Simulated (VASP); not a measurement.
A run of VASP 6.6.1 is set up as follows.

The input INCAR:

```
PREC = Accurate ; ENCUT = 600
EDIFF = 1E-6 ; ISMEAR = 0
SIGMA = 0.01 ; LREAL = False
LASPH = True ; NELM = 80
ALGO = Normal ; ISIF = 3
LWAVE = False ; LCHARG = False
GGA = PS ; IBRION = 2
NSW = 80 ; EDIFFG = -0.02
PSTRESS = 400.0
```

KPOINTS

```
Automatic mesh
0
Gamma
  6 6 4
```

POSCAR

```
CdS
1.0
    4.1500000000      0.0000000000      0.0000000000
   -2.0750000000      3.5940054257      0.0000000000
    0.0000000000      0.0000000000      6.7370000000
Cd S
2 2
Direct
    0.3333330000      0.6666670000      0.0000000000
    0.6666670000      0.3333330000      0.5000000000
    0.3333330000      0.6666670000      0.3750000000
    0.6666670000      0.3333330000      0.8750000000
```

Potentials or basis: VASP PAW PBE potentials, release 64 (Cd, S).

Run with:

```sh
$ cat potpaw_PBE.64/Cd/POTCAR potpaw_PBE.64/S/POTCAR > POTCAR
$ mpirun -np 1 vasp_std > vasp.out
```

**Question.** Predict the relaxed cell.

**Answer.** a = 3.389 Å, b = 3.389 Å, c = 6.975 Å, α = 90.00°, β = 90.00°, γ = 120.00°.

**Question.** Estimate the band gap on the k mesh.

**Answer.** 0.30 eV.

Stress tensor (GPa, compression positive):
```
39.98  0.00  0.00
 0.00 39.98  0.00
 0.00  0.00 39.88
```

Caveat: the cell is relaxed towards a set pressure, so the run minimises the enthalpy, not the energy; the PAW data sets were made with another functional, which shifts forces and pressure a little.
